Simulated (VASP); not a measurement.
Runs of VASP 6.6.1 on Ir. The structure is that of space group Fm-3m (No. 225), or close to it. The cells are those of the table. 

| task | cell | k mesh | cutoff (eV) | gap on the mesh (eV) | pressure (GPa) | relaxed volume (Å³/atom) |
| --- | --- | --- | --- | --- | --- | --- |
| relaxation of cell and atoms | relaxed from a = 2.709 Å, angles 60.0°, 1 atom | 8 × 8 × 8 | 600 | none | -0.1 | 14.76 |
| single point | a = 2.748 Å, angles 60.0°, 1 atom | 18 × 18 × 18 | 520 | none | (a) | - |
| relaxation of cell and atoms | relaxed from a = 2.752 Å, angles 60.0°, 1 atom | 18 × 18 × 18 | 600 | none | 0.0 | 14.69 |
| single point | a = 2.752 Å, angles 60.0°, 1 atom | 8 × 8 × 8 | 520 | none | 0.0 | - |
| single point | a = 2.709 Å, angles 60.0°, 1 atom | 8 × 8 × 8 | 520 | none | 17.8 | - |

Alike in all rows: level RPBE; potentials or basis VASP PAW PBE potentials, release 64 (Ir); no spin polarisation; smearing gaussian 0.1 eV.

Question: Fill in the values left out.

Answer: (a) 0.3.

Caveats: the PAW data sets were made with another functional, which shifts forces and pressure a little; spin-orbit coupling is left out, which moves the levels of the heavy elements.

A k mesh can miss the band edges, and the runs leave out spin-orbit coupling on Ir.

A gap of «none» marks levels without a gap at the run's occupations.
